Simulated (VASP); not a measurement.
A run of VASP 6.6.1 is set up as follows.

File INCAR:

```
  PREC = Accurate
  ENCUT = 520
  EDIFF = 1E-6
  ISMEAR = 0
  SIGMA = 0.15
  LREAL = F
  LASPH = T
  NELM = 100
  ALGO = Fast
  ISIF = 2
  LWAVE = F
  LCHARG = F
  NBANDS = 18
```

File KPOINTS:

```
regular mesh
0
Gamma
  24 24 12
```

File POSCAR:

```
IrRu
1.0
    2.5642395055      0.0000000000      0.0000000000
   -1.2821197528      2.2206965532      0.0000000000
    0.0000000000      0.0000000000      4.8904110165
Ru Ir
1 1
Direct
    0.6666666667      0.3333333333      0.0000000000
    0.0000000000      0.0000000000      0.5000000000
```

Potentials or basis: VASP PAW LDA potentials, release 64 (Ru_pv, Ir).

Run with:

```sh
$ cat potpaw_LDA.64/Ru_pv/POTCAR potpaw_LDA.64/Ir/POTCAR > POTCAR
$ mpirun -np 1 vasp_std > vasp.out
```

(1) Estimate the band gap on the k mesh.

(2) What does it give for the pressure?

## Answers

(1) zero (an odd number of electrons rules out a gap without spin polarisation).

(2) 2.8 GPa.

Caveat: spin-orbit coupling is left out, which moves the levels of the heavy elements.
